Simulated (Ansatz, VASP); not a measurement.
## One calculation of TiAl3, two programs

```
Ti Al
1.0
     2.83968    0.00000    0.00000
     0.00000    4.68126    0.00000
     0.00000    0.00000    4.90074
Ti Al
1 3
Direct
  0.00000 0.50000 0.16592
  0.50000 0.50000 0.66727
  0.50000 0.00000 0.33091
  0.00000 0.00000 0.83590
```

Alike in both runs: task single point; functional LDA; k mesh 14 × 10 × 10; occupations gaussian, width 0.1 eV; no spin polarisation.

```csv
,VASP,Ansatz
version,VASP 6.6.1,Ansatz 0.2.0
potentials or method,"VASP PAW LDA potentials, release 64 (Ti_sv, Al), cutoff 520 eV","scalar-relativistic, plane waves, PAW"
valence electrons in the cell,21,21
```

|  | VASP | Ansatz | Ansatz less VASP |
| --- | --- | --- | --- |
| gap on the k mesh at the Fermi level (eV) | none | none | - |
| pressure (GPa) | -5.0 | -5.1 | -0.10 |
| traceless stress, the component that is largest in VASP (GPa) | -1.38 | -1.38 | +0.003 |
| rms of the force components (eV/Å) | 0.032 | 0.033 | +0.0011 |

LDA's correlation is that of Perdew and Zunger in VASP and of Perdew and Wang (1992) in Ansatz. Atom by atom the forces differ by 0.001 eV/Å (rms over components). A gap of «none» marks a metal or a gap that the smearing closes.
